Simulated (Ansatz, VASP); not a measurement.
**Pt in VASP and in Ansatz**

Contents of INCAR:

```
ALGO = Normal
EDIFF = 1E-6
ENCUT = 520
GGA = PS
ISIF = 2
ISMEAR = 0
LASPH = T
LCHARG = F
LREAL = F
LWAVE = F
NBANDS = 17
NELM = 100
PREC = Accurate
SIGMA = 0.15
```

The input KPOINTS:

```
k-points
0
Gamma
  18 18 10
```

The input POSCAR:

```
Pt
1.0
    2.5398123665      0.0000000000      0.0000000000
   -1.2699061833      2.1995420302      0.0000000000
    0.0000000000      0.0000000000      4.4087632800
Pt
2
Direct
    0.6666666667      0.3333333333      0.7500000000
    0.3333333333      0.6666666667      0.2500000000
```

Input for Ansatz:

```yaml
crystal:
  lattice:
    - [2.5398123665, 0.0, 0.0]
    - [-1.2699061833, 2.1995420302, 0.0]
    - [0.0, 0.0, 4.40876328]
  atoms:
    - { symbol: Pt, position: [0.6666666667, 0.3333333333, 0.75] }
    - { symbol: Pt, position: [0.3333333333, 0.6666666667, 0.25] }
basis:
  ecutwfc: 420
kpoints:
  mp_grid: { grid: [18, 18, 10] }
hamiltonian:
  xc: pbesol
scf:
  occupations: { method: gaussian, width: 0.15 }
output:
  forces: true
  stress: true
  eigenvalues: true
```

Change from the starting cell: strain -0.080 along x and y, -0.080 along z, atoms carried along.

Alike in both runs: task single point; functional PBEsol; k mesh 18 × 18 × 10; occupations gaussian, width 0.15 eV; no spin polarisation.

|  | VASP | Ansatz |
| --- | --- | --- |
| version | VASP 6.6.1 | Ansatz 0.2.0 |
| potentials or method | VASP PAW PBE potentials, release 64 (Pt), cutoff 520 eV | scalar-relativistic, plane waves, PAW |
| valence electrons in the cell | 20 | 36 |

Ansatz gave:

- gap on the k mesh at the Fermi level (eV): none
- pressure (GPa): 100.8
- traceless stress, the component that is largest in VASP (GPa): -10.24

Problem. What did VASP give for the same quantities?

Solution. gap on the k mesh at the Fermi level (eV): none; pressure (GPa): 101.0; traceless stress, the component that is largest in VASP (GPa): -10.42.

VASP's potentials were made for PBE, not for PBEsol. A gap of «none» marks a metal or a gap that the smearing closes. Both programs put the cell under a high pressure, so it lies far from rest at this level. VASP's potentials hold 20 valence electrons a cell and Ansatz's 36, so a difference there can come from the potentials and not from the codes.

Spin-orbit coupling is off throughout. Noted on VASP's run: the cell as given lies far from equilibrium.
